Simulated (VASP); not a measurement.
# Rb (Fm-3m) in VASP: single point with PBE

Aim: the single point of Rb with PBE.

All numbers are computed with VASP 6.6.1; they aren't measurements. Logs are shortened: lines on timing, memory, paths and dates and some standing lists are left out, and cuts for length are marked.

## (1) The cell of the first run

The structure is cubic, space group Fm-3m (No. 225). Conventional cell: a = 7.146 Å, b = 7.146 Å, c = 7.146 Å, α = 90.00°, β = 90.00°, γ = 90.00°.

This isn't the form of Rb at room conditions, which is bcc.

## (2) Single point, PBE

POSCAR reads:

```
Rb
1.0
    0.0000000000      3.5730106134      3.5730106134
    3.5730106134      0.0000000000      3.5730106134
    3.5730106134      3.5730106134      0.0000000000
Rb
1
Direct
    0.0000000000      0.0000000000      0.0000000000
```

INCAR.step1 reads:

```
PREC = Accurate ; ENCUT = 520
EDIFF = 1E-6 ; ISMEAR = -1
SIGMA = 0.08 ; LREAL = F
LASPH = T ; NELM = 100
ALGO = Normal ; ISIF = 2
LWAVE = F ; LCHARG = T
GGA = PE ; NBANDS = 10
```

KPOINTS.step1 reads:

```
regular mesh
0
Gamma
  10 10 10
```

INCAR.step2 reads:

```
PREC = Accurate ; ENCUT = 520
EDIFF = 1E-6 ; ISMEAR = -5
SIGMA = 0.08 ; LREAL = F
LASPH = T ; NELM = 100
ALGO = Normal ; ISIF = 2
LWAVE = F ; LCHARG = F
GGA = PE ; LORBIT = 10
NBANDS = 10 ; NEDOS = 1001
ICHARG = 11
```

KPOINTS.step2 reads:

```
regular mesh
0
Gamma
  15 15 15
```

Potentials or basis: VASP PAW PBE potentials, release 64 (Rb_sv).

On the command line:

```sh
$ cat potpaw_PBE.64/Rb_sv/POTCAR > POTCAR
$ cp INCAR.step1 INCAR
$ cp KPOINTS.step1 KPOINTS
$ mpirun -np 1 vasp_std > vasp.out
$ cp INCAR.step2 INCAR
$ cp KPOINTS.step2 KPOINTS
$ mpirun -np 1 vasp_std > vasp.out
```

OUTCAR:

```text
PREC = Accurate
   ENCUT = 520
   EDIFF = 1E-6
   ISMEAR = -5
   LREAL = F
   LASPH = T
   NELM = 100
   ISIF = 2
   GGA = PE
   LORBIT = 10
   ICHARG = 11

 ion  position               nearest neighbor table
   1  0.000  0.000  0.000-

  LATTYP: Found a face centered cubic cell.
 ALAT       =     7.1460212268

  Lattice vectors:

 A1 = (   0.0000000000,   3.5730106134,   3.5730106134)
 A2 = (   3.5730106134,   0.0000000000,   3.5730106134)
 A3 = (   3.5730106134,   3.5730106134,   0.0000000000)

Analysis of symmetry for initial positions (statically):
=====================================================================
 Subroutine PRICEL returns:
 Original cell was already a primitive cell.

 Routine SETGRP: Setting up the symmetry group for a
 face centered cubic supercell.

 Subroutine GETGRP returns: Found 48 space group operations
 (whereof 48 operations were pure point group operations)
 out of a pool of 48 trial point group operations.

The static configuration has the point symmetry O_h .

Analysis of symmetry for dynamics (positions and initial velocities):
=====================================================================
 Subroutine PRICEL returns:
 Original cell was already a primitive cell.

 Routine SETGRP: Setting up the symmetry group for a
 face centered cubic supercell.

 Subroutine GETGRP returns: Found 48 space group operations
 (whereof 48 operations were pure point group operations)
 out of a pool of 48 trial point group operations.

The dynamic configuration has the point symmetry O_h .

 Subroutine INISYM returns: Found 48 space group operations
 (whereof 48 operations are pure point group operations),
 and found     1 'primitive' translations

----------------------------------------------------------------------------------------

                                     Primitive cell

  volume of cell :      91.2290

  direct lattice vectors                    reciprocal lattice vectors
     0.000000000  3.573010613  3.573010613    -0.139938011  0.139938011  0.139938011
     3.573010613  0.000000000  3.573010613     0.139938011 -0.139938011  0.139938011
     3.573010613  3.573010613  0.000000000     0.139938011  0.139938011 -0.139938011

  length of vectors
     5.053000068  5.053000068  5.053000068     0.242379746  0.242379746  0.242379746

  position of ions in fractional coordinates (direct lattice)
     0.000000000  0.000000000  0.000000000

  ion indices of the primitive-cell ions
   primitive index   ion index
                 1           1

----------------------------------------------------------------------------------------

 KPOINTS: regular mesh

Automatic generation of k-mesh.
 Grid dimensions read from file:
 generate k-points for:   15   15   15

 Generating k-lattice:

  Cartesian coordinates                     Fractional coordinates (reciprocal lattice)
    -0.009329201  0.009329201  0.009329201     0.066666667  0.000000000  0.000000000
     0.009329201 -0.009329201  0.009329201     0.000000000  0.066666667  0.000000000
     0.009329201  0.009329201 -0.009329201     0.000000000  0.000000000  0.066666667

  Length of vectors
     0.016158650  0.016158650  0.016158650

  Shift w.r.t. Gamma in fractional coordinates (k-lattice)
     0.000000000  0.000000000  0.000000000

 TETIRR: Found    484 inequivalent tetrahedra from    20250

 Subroutine IBZKPT returns following result:
 ===========================================

 Found    120 irreducible k-points:

 Following reciprocal coordinates:
            Coordinates               Weight
  0.000000  0.000000  0.000000      1.000000
  0.066667  0.000000  0.000000      8.000000
  0.133333  0.000000  0.000000      8.000000
  0.200000  0.000000  0.000000      8.000000
  0.266667  0.000000  0.000000      8.000000
  0.333333  0.000000  0.000000      8.000000
[... 16 lines left out ...]
  0.133333  0.133333  0.000000      6.000000
  0.200000  0.133333  0.000000     24.000000
 [... further k-points ...]
   k-points           NKPTS =    120   k-points in BZ     NKDIM =    120   number of bands    NBANDS=     10
   number of dos      NEDOS =   1001   number of ions     NIONS =      1
   total plane-waves  NPLWV =  64000
   dimension x,y,z NGX =    40 NGY =   40 NGZ =   40
   dimension x,y,z NGXF=    80 NGYF=   80 NGZF=   80
   ions per type =               1
   NGX,Y,Z   is equivalent  to a cutoff of  13.16, 13.16, 13.16 a.u.
   NGXF,Y,Z  is equivalent  to a cutoff of  26.32, 26.32, 26.32 a.u.
 SYSTEM =  unknown system
   PREC   = accura    normal or accurate (medium, high low for compatibility)
   ISTART =      0    job   : 0-new  1-cont  2-samecut
   ICHARG =     11    charge: 1-file 2-atom 10-const
   ISPIN  =      1    spin polarized calculation?
   LNONCOLLINEAR =      F non collinear calculations
   LSORBIT =      F    spin-orbit coupling
   LASPH  =      T    aspherical Exc in radial PAW
   ENCUT  =  520.0 eV  38.22 Ry    6.18 a.u.   9.40  9.40  9.40*2*pi/ulx,y,z
   NELM   =    100;   NELMIN=  2; NELMDL=  0     # of ELM steps
   EDIFF  = 0.1E-05   stopping-criterion for ELM
   LREAL  =      F    real-space projection
   EDIFFG = 0.1E-04   stopping-criterion for IOM
   NSW    =      0    number of steps for IOM
   IBRION =     -1    ionic relax: 0-MD 1-quasi-New 2-CG
   NFREE  =      0    steps in history (QN), initial steepest desc. (CG)
   ISIF   =      2    stress and relaxation
   ISYM   =      2    0-nonsym 1-usesym 2-fastsym
   POTIM  = 0.5000    time-step for ionic-motion
   TEBEG  =    0.0;   TEEND  =   0.0 temperature during run
   PSTRESS=    0.0 pullay stress
   NELECT =       9.0000    total number of electrons
   NUPDOWN=      -1.0000    fix difference up-down
   EMIN   =  10.00;   EMAX   =-10.00  energy-range for DOS
   EFERMI =   0.00;   METHOD = LEGACY
   ISMEAR =    -5;   SIGMA  =   0.08  broadening in eV -4-tet -1-fermi 0-gaus
   EFERMI_NEDOS =   21; number of points for ismear=-14 and -15
   IALGO  =     38    algorithm
   IMIX   =      4    mixing-type and parameters
     AMIX     =   0.40;   BMIX     =  1.00
     AMIX_MAG =   1.60;   BMIX_MAG =  1.00
  volume/ion in A,a.u.               =      91.23       615.64
  Fermi-wavevector in a.u.,A,eV,Ry     =   0.756446  1.429476  7.785401  0.572211
  Thomas-Fermi vector in A             =   1.854569
   LORBIT       =     10    0 simple, 1 ext, 2 COOP (PROOUT), +10 PAW based schemes
   GGA     = PE    functional components
   LHFCALC =     F    Hartree Fock is set to
   AEXX    =    0.0000 exact exchange contribution
   IVDW    =     0    specifies the selected vdW correction
   LEPSILON=     F    determine dielectric tensor
   LRPA    =     F    only Hartree local field effects (RPA)
 non-spin polarized calculation
 Fermi weights with tetrahedron method with Bloechl corrections
  energy-cutoff  :      520.00
  volume of cell :       91.23
 maximum number of plane-waves:      2482
 NGX is ok and might be reduce to    40

 number of electron       9.0000000 magnetization

 Free energy of the ion-electron system (eV)
  ---------------------------------------------------
  ext. energy  EPLUGINS =         0.00000000
  ---------------------------------------------------
  free energy    TOTEN  =        -0.93658095 eV

  energy without entropy =       -0.93658095  energy(sigma->0) =       -0.93658095

 E-fermi :   0.0207     XC(G=0):  -5.4594

 val. band max:       -0.0414621604   @ k =  -0.3333   0.2000   0.0000
 cond. band min:       0.0181420343   @ k =  -0.2000   0.3333   0.1333
 fundamental gap:      0.0596041947
 Fermi energy:         0.0206880176

 k-point     1 :       0.0000    0.0000    0.0000
  band No.  band energies     occupation
      1     -28.8921      2.00000
      2     -12.9358      2.00000
      3     -12.9358      2.00000
      4     -12.9358      2.00000
      5      -1.9631      2.00000
      6       3.5974      0.00000
      7       3.5974      0.00000
      8       3.5974      0.00000
      9       4.9294      0.00000
     10       4.9294      0.00000

 k-point     2 :       0.0667    0.0000    0.0000
  band No.  band energies     occupation
      1     -28.8919      2.00000
      2     -12.9400      2.00000
      3     -12.9364      2.00000
      4     -12.9364      2.00000
      5      -1.9135      2.00000
      6       3.4498      0.00000
      7       3.6200      0.00000
      8       3.6200      0.00000
      9       4.8652      0.00000
     10       4.8652      0.00000

 k-point     3 :       0.1333    0.0000    0.0000
  band No.  band energies     occupation
      1     -28.8915      2.00000
      2     -12.9516      2.00000
      3     -12.9380      2.00000
      4     -12.9380      2.00000
      5      -1.7664      2.00000
      6       3.0972      0.00000
      7       3.6708      0.00000
      8       3.6708      0.00000
      9       4.7390      0.00000
     10       4.7390      0.00000

 k-point     4 :       0.2000    0.0000    0.0000
  band No.  band energies     occupation
      1     -28.8908      2.00000
      2     -12.9686      2.00000
      3     -12.9403      2.00000
      4     -12.9403      2.00000
      5      -1.5278      2.00000
      6       2.6590      0.00000
      7       3.6944      0.00000
      8       3.6944      0.00000
      9       4.6867      0.00000
     10       4.6867      0.00000

 k-point     5 :       0.2667    0.0000    0.0000
  band No.  band energies     occupation
      1     -28.8900      2.00000
      2     -12.9880      2.00000
      3     -12.9429      2.00000
      4     -12.9429      2.00000
      5      -1.2073      2.00000
      6       2.1885      0.00000
      7       3.6393      0.00000
      8       3.6393      0.00000
      9       4.8084      0.00000
     10       4.8085      0.00000

 k-point     6 :       0.3333    0.0000    0.0000
  band No.  band energies     occupation
      1     -28.8893      2.00000
      2     -13.0063      2.00000
      3     -12.9455      2.00000
      4     -12.9455      2.00000
      5      -0.8191      2.00000
      6       1.7032      0.00000
      7       3.5375      0.00000
      8       3.5375      0.00000
      9       5.0889      0.00000
     10       5.1020      0.00000
[... 183 lines left out ...]
 k-point    21 :      -0.1333    0.0667    0.0000
  band No.  band energies     occupation
      1     -28.8911      2.00000
      2     -12.9584      2.00000
      3     -12.9419      2.00000
      4     -12.9379      2.00000
      5      -1.6538      2.00000
      6       2.9235      0.00000
      7       3.5718      0.00000
      8       3.7656      0.00000
      9       4.4780      0.00000
     10       4.8583      0.00000

 k-point    22 :      -0.0667    0.0667    0.0000
  band No.  band energies     occupation
      1     -28.8917      2.00000
      2     -12.9457      2.00000
      3     -12.9388      2.00000
      4     -12.9366      2.00000
      5      -1.8314      2.00000
      6       3.2656      0.00000
      7       3.6006      0.00000
      8       3.6787      0.00000
      9       4.6708      0.00000
     10       4.8819      0.00000

 k-point    23 :       0.1333    0.1333    0.0000
  band No.  band energies     occupation
      1     -28.8913      2.00000
      2     -12.9511      2.00000
      3     -12.9415      2.00000
      4     -12.9415      2.00000
      5      -1.7014      2.00000
      6       3.0897      0.00000
      7       3.6586      0.00000
      8       3.6586      0.00000
      9       4.1897      0.00000
     10       5.0551      0.00000

 k-point    24 :       0.2000    0.1333    0.0000
  band No.  band energies     occupation
      1     -28.8908      2.00000
      2     -12.9622      2.00000
      3     -12.9444      2.00000
      4     -12.9436      2.00000
      5      -1.5263      2.00000
      6       2.8283      0.00000
      7       3.6243      0.00000
      8       3.6932      0.00000
      9       4.0062      0.00000
     10       5.0962      0.00000

 [... further k-points ...]

------------------------ aborting loop because EDIFF is reached ----------------------------------------

  FORCE on cell =-STRESS in cart. coord.  units (eV):
  Direction    XX          YY          ZZ          XY          YZ          ZX
  --------------------------------------------------------------------------------------
  -------------------------------------------------------------------------------------
  Total       -0.0007243     -0.0007243     -0.0007243     -0.0000000      0.0000000     -0.0000000
  in kB       -0.0127209     -0.0127209     -0.0127209     -0.0000000      0.0000000     -0.0000000
  external PRESSURE =      -0.0127209 kB  Pullay stress =       0.0000000 kB

 VOLUME and BASIS-vectors are now :
 -----------------------------------------------------------------------------
  energy-cutoff  :      520.00
  volume of cell :       91.23
      direct lattice vectors                 reciprocal lattice vectors
     0.000000000  3.573010613  3.573010613    -0.139938011  0.139938011  0.139938011
     3.573010613  0.000000000  3.573010613     0.139938011 -0.139938011  0.139938011
     3.573010613  3.573010613  0.000000000     0.139938011  0.139938011 -0.139938011

 POSITION                                       TOTAL-FORCE (eV/Angst)
 -----------------------------------------------------------------------------------
      0.00000      0.00000      0.00000        -0.000000      0.000000      0.000000
 -----------------------------------------------------------------------------------
    total drift:                                0.000000      0.000000      0.000000

  FREE ENERGIE OF THE ION-ELECTRON SYSTEM (eV)
  ---------------------------------------------------
  free  energy   TOTEN  =        -0.9365809455 eV

  energy  without entropy=       -0.9365809455  energy(sigma->0) =       -0.93658095

 total charge

# of ion       s       p       d       tot
------------------------------------------
    1        1.964   5.321   0.005   7.290
```

Run time: 2.6 min. Hardware: 1 thread of Intel Xeon 8259CL, shared host; peak memory 0.29 GiB.

Results:

* Valence electrons inside the program's atomic spheres: Rb 7.29
